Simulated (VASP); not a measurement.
# Li (Im-3m) in VASP: molecular dynamics with PBE+D3(BJ)

Aim: the molecular dynamics of Li with PBE+D3(BJ).

All numbers are computed with VASP 6.6.1; they aren't measurements. Logs are shortened: lines on timing, memory, paths and dates and some standing lists are left out, and cuts for length are marked.

### 1 The cell of the first run

The structure is cubic, space group Im-3m (No. 229). Conventional cell: a = 3.547 Å, b = 3.547 Å, c = 3.547 Å, α = 90.00°, β = 90.00°, γ = 90.00°. Li (site symmetry m-3m) has 14 Li at 3.07 to 3.55 Å within 4.0 Å.

### 2 Molecular dynamics, PBE+D3(BJ)

File INCAR:

```
ALGO = Normal
EDIFF = 1E-5
ENCUT = 520
GGA = PE
IBRION = 0
ISIF = 2
ISMEAR = -1
ISYM = 0
IVDW = 12
LANGEVIN_GAMMA = 20
LASPH = True
LCHARG = False
LREAL = Auto
LWAVE = False
MDALGO = 3
NBANDS = 38
NELM = 100
NELMIN = 4
NSW = 40
POTIM = 1.0
PREC = Accurate
RANDOM_SEED = 195411 0 0
SIGMA = 0.11
TEBEG = 1300.0
TEEND = 1300.0
```

File KPOINTS:

```
k-points
0
Gamma
  2 2 2
```

File POSCAR:

```
Li
1.0
    7.0944470000      0.0000000000      0.0000000000
    0.0000000000      7.0944470000      0.0000000000
    0.0000000000      0.0000000000      7.0944470000
Li
16
Direct
    0.0000000000      0.0000000000      0.0000000000
    0.5000000000      0.0000000000      0.0000000000
    0.0000000000      0.5000000000      0.0000000000
    0.0000000000      0.0000000000      0.5000000000
    0.2500000000      0.2500000000      0.2500000000
    0.5000000000      0.5000000000      0.0000000000
    0.5000000000      0.0000000000      0.5000000000
    0.7500000000      0.2500000000      0.2500000000
    0.0000000000      0.5000000000      0.5000000000
    0.2500000000      0.7500000000      0.2500000000
    0.2500000000      0.2500000000      0.7500000000
    0.5000000000      0.5000000000      0.5000000000
    0.7500000000      0.7500000000      0.2500000000
    0.7500000000      0.2500000000      0.7500000000
    0.2500000000      0.7500000000      0.7500000000
    0.7500000000      0.7500000000      0.7500000000
```

Potentials or basis: VASP PAW PBE potentials, release 64 (Li_sv).

Launch:

```bash
$ cat potpaw_PBE.64/Li_sv/POTCAR > POTCAR
$ mpirun -np 1 vasp_std > vasp.out
```

OUTCAR:

```text
EDIFF = 1E-5
   ENCUT = 520
   GGA = PE
   IBRION = 0
   ISIF = 2
   ISMEAR = -1
   ISYM = 0
   IVDW = 12
   LASPH = True
   LREAL = Auto
   NELM = 100
   NELMIN = 4
   NSW = 40
   POTIM = 1.0
   PREC = Accurate
   TEBEG = 1300.0
 IVDW          = 12

 ion  position               nearest neighbor table
   1  0.000  0.000  0.000-
   2  0.500  0.000  0.000-
   3  0.000  0.500  0.000-
   4  0.000  0.000  0.500-
   5  0.250  0.250  0.250-
   6  0.500  0.500  0.000-
[... 8 lines left out ...]
  15  0.250  0.750  0.750-
  16  0.750  0.750  0.750-

IMPORTANT INFORMATION: All symmetrisations will be switched off!
NOSYMM: (Re-)initialisation of all symmetry stuff for point group C_1.

----------------------------------------------------------------------------------------

                                     Primitive cell

  volume of cell :     357.0719

  direct lattice vectors                    reciprocal lattice vectors
     7.094447000  0.000000000  0.000000000     0.140955313  0.000000000  0.000000000
     0.000000000  7.094447000  0.000000000     0.000000000  0.140955313  0.000000000
     0.000000000  0.000000000  7.094447000     0.000000000  0.000000000  0.140955313

  length of vectors
     7.094447000  7.094447000  7.094447000     0.140955313  0.140955313  0.140955313

  position of ions in fractional coordinates (direct lattice)
     0.000000000  0.000000000  0.000000000
     0.500000000  0.000000000  0.000000000
     0.000000000  0.500000000  0.000000000
     0.000000000  0.000000000  0.500000000
     0.250000000  0.250000000  0.250000000
     0.500000000  0.500000000  0.000000000
[... 8 lines left out ...]
     0.250000000  0.750000000  0.750000000
     0.750000000  0.750000000  0.750000000

  ion indices of the primitive-cell ions
   primitive index   ion index
                 1           1
                 2           2
                 3           3
                 4           4
                 5           5
                 6           6
[... 8 lines left out ...]
                15          15
                16          16

----------------------------------------------------------------------------------------

 KPOINTS: k-points

Automatic generation of k-mesh.
 Grid dimensions read from file:
 generate k-points for:    2    2    2

 Generating k-lattice:

  Cartesian coordinates                     Fractional coordinates (reciprocal lattice)
     0.070477657  0.000000000  0.000000000     0.500000000  0.000000000  0.000000000
     0.000000000  0.070477657  0.000000000     0.000000000  0.500000000  0.000000000
     0.000000000  0.000000000  0.070477657     0.000000000  0.000000000  0.500000000

  Length of vectors
     0.070477657  0.070477657  0.070477657

  Shift w.r.t. Gamma in fractional coordinates (k-lattice)
     0.000000000  0.000000000  0.000000000

 Subroutine IBZKPT returns following result:
 ===========================================

 Found      8 irreducible k-points:

 Following reciprocal coordinates:
            Coordinates               Weight
  0.000000  0.000000  0.000000      1.000000
  0.500000  0.000000  0.000000      1.000000
  0.000000  0.500000  0.000000      1.000000
  0.000000  0.000000  0.500000      1.000000
  0.500000  0.500000  0.000000      1.000000
  0.000000  0.500000  0.500000      1.000000
  0.500000  0.000000  0.500000      1.000000
  0.500000  0.500000  0.500000      1.000000
   k-points           NKPTS =      8   k-points in BZ     NKDIM =      8   number of bands    NBANDS=     38
   number of dos      NEDOS =    301   number of ions     NIONS =     16
   total plane-waves  NPLWV = 157464
   dimension x,y,z NGX =    54 NGY =   54 NGZ =   54
   dimension x,y,z NGXF=   108 NGYF=  108 NGZF=  108
   ions per type =              16
   NGX,Y,Z   is equivalent  to a cutoff of  12.65, 12.65, 12.65 a.u.
   NGXF,Y,Z  is equivalent  to a cutoff of  25.31, 25.31, 25.31 a.u.
 SYSTEM =  unknown system
   PREC   = accura    normal or accurate (medium, high low for compatibility)
   ISTART =      0    job   : 0-new  1-cont  2-samecut
   ICHARG =      2    charge: 1-file 2-atom 10-const
   ISPIN  =      1    spin polarized calculation?
   LNONCOLLINEAR =      F non collinear calculations
   LSORBIT =      F    spin-orbit coupling
   LASPH  =      T    aspherical Exc in radial PAW
   ENCUT  =  520.0 eV  38.22 Ry    6.18 a.u.  13.19 13.19 13.19*2*pi/ulx,y,z
   NELM   =    100;   NELMIN=  4; NELMDL= -5     # of ELM steps
   EDIFF  = 0.1E-04   stopping-criterion for ELM
   LREAL  =      T    real-space projection
   EDIFFG = 0.1E-03   stopping-criterion for IOM
   NSW    =     40    number of steps for IOM
   IBRION =      0    ionic relax: 0-MD 1-quasi-New 2-CG
   NFREE  =      0    steps in history (QN), initial steepest desc. (CG)
   ISIF   =      2    stress and relaxation
   ISYM   =      0    0-nonsym 1-usesym 2-fastsym
   POTIM  = 1.0000    time-step for ionic-motion
   TEBEG  = 1300.0;   TEEND  =1300.0 temperature during run
   PSTRESS=    0.0 pullay stress
   NELECT =      48.0000    total number of electrons
   NUPDOWN=      -1.0000    fix difference up-down
   EMIN   =  10.00;   EMAX   =-10.00  energy-range for DOS
   EFERMI =   0.00;   METHOD = LEGACY
   ISMEAR =    -1;   SIGMA  =   0.11  broadening in eV -4-tet -1-fermi 0-gaus
   EFERMI_NEDOS =   21; number of points for ismear=-14 and -15
   IALGO  =     38    algorithm
   IMIX   =      4    mixing-type and parameters
     AMIX     =   0.40;   BMIX     =  1.00
     AMIX_MAG =   1.60;   BMIX_MAG =  1.00
  volume/ion in A,a.u.               =      22.32       150.60
  Fermi-wavevector in a.u.,A,eV,Ry     =   0.838629  1.584780  9.568965  0.703299
  Thomas-Fermi vector in A             =   1.952715
   LORBIT       =      0    0 simple, 1 ext, 2 COOP (PROOUT), +10 PAW based schemes
   GGA     = PE    functional components
   LHFCALC =     F    Hartree Fock is set to
   AEXX    =    0.0000 exact exchange contribution
   IVDW    =    12    specifies the selected vdW correction
   LEPSILON=     F    determine dielectric tensor
   LRPA    =     F    only Hartree local field effects (RPA)
 molecular dynamics for ions
 non-spin polarized calculation
  energy-cutoff  :      520.00
  volume of cell :      357.07
 maximum number of plane-waves:      9771
 NGX is ok and might be reduce to    54
   NGX = 27   NGY = 27   NGZ = 27

--------------------------------------- Ionic step        1  -------------------------------------------

 number of electron      47.9999845 magnetization

 Free energy of the ion-electron system (eV)
  ---------------------------------------------------
  ext. energy  EPLUGINS =         0.00000000
  ---------------------------------------------------
  free energy    TOTEN  =       -30.20268196 eV

  energy without entropy =      -29.73292284  energy(sigma->0) =      -29.96780240

------------------------ aborting loop because EDIFF is reached ----------------------------------------

 Edisp (eV)   -2.46214

 E8    (eV) :    -1.0291

  FORCE on cell =-STRESS in cart. coord.  units (eV):
  Direction    XX          YY          ZZ          XY          YZ          ZX
  --------------------------------------------------------------------------------------
  -------------------------------------------------------------------------------------
  Total      -4.70222    -4.70223    -4.70218    -0.00003     0.00001    -0.00001
  in kB     -21.09880   -21.09886   -21.09864    -0.00015     0.00003    -0.00004
  external pressure =      -21.10 kB  Pullay stress =        0.00 kB

 VOLUME and BASIS-vectors are now :
 -----------------------------------------------------------------------------
  energy-cutoff  :      520.00
  volume of cell :      357.07
      direct lattice vectors                 reciprocal lattice vectors
     7.094447000  0.000000000  0.000000000     0.140955313  0.000000000  0.000000000
     0.000000000  7.094447000  0.000000000     0.000000000  0.140955313  0.000000000
     0.000000000  0.000000000  7.094447000     0.000000000  0.000000000  0.140955313
[... 154 lines left out ...]
  energy  without entropy=      -32.1785017519  energy(sigma->0) =      -32.41259504

  ENERGY OF THE ELECTRON-ION-THERMOSTAT SYSTEM (eV)
  ---------------------------------------------------
% ion-electron   TOTEN  =       -32.646688  see above
  kinetic energy EKIN   =         2.913681
  kin. lattice  EKIN_LAT=         0.000000  (temperature 1408.82 K)
  nose potential ES     =         0.000000
  nose kinetic   EPS    =         0.000000
  ---------------------------------------------------
  total energy   ETOTAL =       -29.733007 eV

[... ionic steps 4 to 37 ...]

--------------------------------------- Ionic step       38  -------------------------------------------

 number of electron      48.0000014 magnetization

------------------------ aborting loop because EDIFF is reached ----------------------------------------

 Edisp (eV)   -2.46039

 E8    (eV) :    -1.0294

  FORCE on cell =-STRESS in cart. coord.  units (eV):
  Direction    XX          YY          ZZ          XY          YZ          ZX
  --------------------------------------------------------------------------------------
  -------------------------------------------------------------------------------------
  Total      -3.32485    -2.41223    -2.35020    -0.52944     0.86132    -0.57667
  in kB     -14.91856   -10.82365   -10.54533    -2.37558     3.86472    -2.58753
  external pressure =      -12.10 kB  Pullay stress =        0.00 kB
[... 101 lines left out ...]
  ENERGY OF THE ELECTRON-ION-THERMOSTAT SYSTEM (eV)
  ---------------------------------------------------
% ion-electron   TOTEN  =       -30.601585  see above
  kinetic energy EKIN   =         1.986519
  kin. lattice  EKIN_LAT=         0.000000  (temperature  960.52 K)
  nose potential ES     =         0.000000
  nose kinetic   EPS    =         0.000000
  ---------------------------------------------------
  total energy   ETOTAL =       -28.615065 eV

--------------------------------------- Ionic step       40  -------------------------------------------

 number of electron      48.0000073 magnetization

 Free energy of the ion-electron system (eV)
  ---------------------------------------------------
  ext. energy  EPLUGINS =         0.00000000
  ---------------------------------------------------
  free energy    TOTEN  =       -28.14068727 eV

  energy without entropy =      -27.79192747  energy(sigma->0) =      -27.96630737

 E-fermi :   0.1884     XC(G=0):  -6.7803

 val. band max:        0.1865612207   @ k =   0.0000   0.5000   0.5000
 cond. band min:       0.2188171756   @ k =   0.5000   0.0000   0.5000
 fundamental gap:      0.0322559549
 Fermi energy:         0.1884231513

 k-point     1 :       0.0000    0.0000    0.0000
  band No.  band energies     occupation
      1     -46.7757      2.00000
      2     -46.6784      2.00000
      3     -46.6546      2.00000
      4     -46.6205      2.00000
      5     -46.5680      2.00000
      6     -46.4986      2.00000
[... 301 lines left out ...]
     35       3.1157      0.00000
     36       3.1738      0.00000
 [bands above 36 left out]

------------------------ aborting loop because EDIFF is reached ----------------------------------------

 Edisp (eV)   -2.46039

 E8    (eV) :    -1.0294

  FORCE on cell =-STRESS in cart. coord.  units (eV):
  Direction    XX          YY          ZZ          XY          YZ          ZX
  --------------------------------------------------------------------------------------
  -------------------------------------------------------------------------------------
  Total      -3.30317    -2.47192    -2.34598    -0.43133     1.02505    -0.74454
  in kB     -14.82130   -11.09146   -10.52638    -1.93539     4.59938    -3.34076
  external pressure =      -12.15 kB  Pullay stress =        0.00 kB

 VOLUME and BASIS-vectors are now :
 -----------------------------------------------------------------------------
  energy-cutoff  :      520.00
  volume of cell :      357.07
      direct lattice vectors                 reciprocal lattice vectors
     7.094447000  0.000000000  0.000000000     0.140955313  0.000000000  0.000000000
     0.000000000  7.094447000  0.000000000     0.000000000  0.140955313  0.000000000
     0.000000000  0.000000000  7.094447000     0.000000000  0.000000000  0.140955313
[... 22 lines left out ...]
  FREE ENERGIE OF THE ION-ELECTRON SYSTEM (eV)
  ---------------------------------------------------
  free  energy   TOTEN  =       -30.6010801256 eV

  energy  without entropy=      -30.2523203288  energy(sigma->0) =      -30.42670023

  ENERGY OF THE ELECTRON-ION-THERMOSTAT SYSTEM (eV)
  ---------------------------------------------------
% ion-electron   TOTEN  =       -30.601080  see above
  kinetic energy EKIN   =         2.065942
  kin. lattice  EKIN_LAT=         0.000000  (temperature  998.92 K)
  nose potential ES     =         0.000000
  nose kinetic   EPS    =         0.000000
  ---------------------------------------------------
  total energy   ETOTAL =       -28.535138 eV
```

Run time: 27 min. Hardware: 1 thread of AMD EPYC 7R13 (Zen 3), shared host; peak memory 0.51 GiB.

Results:

- Dispersion energy per atom: -0.154 eV

Caveat: the k points lie up to 0.44 Å⁻¹ apart; the cutoff is under 1.25 times the usual one of these potentials, so pressure, stress and relaxed cells hold a basis-set (Pulay) error.
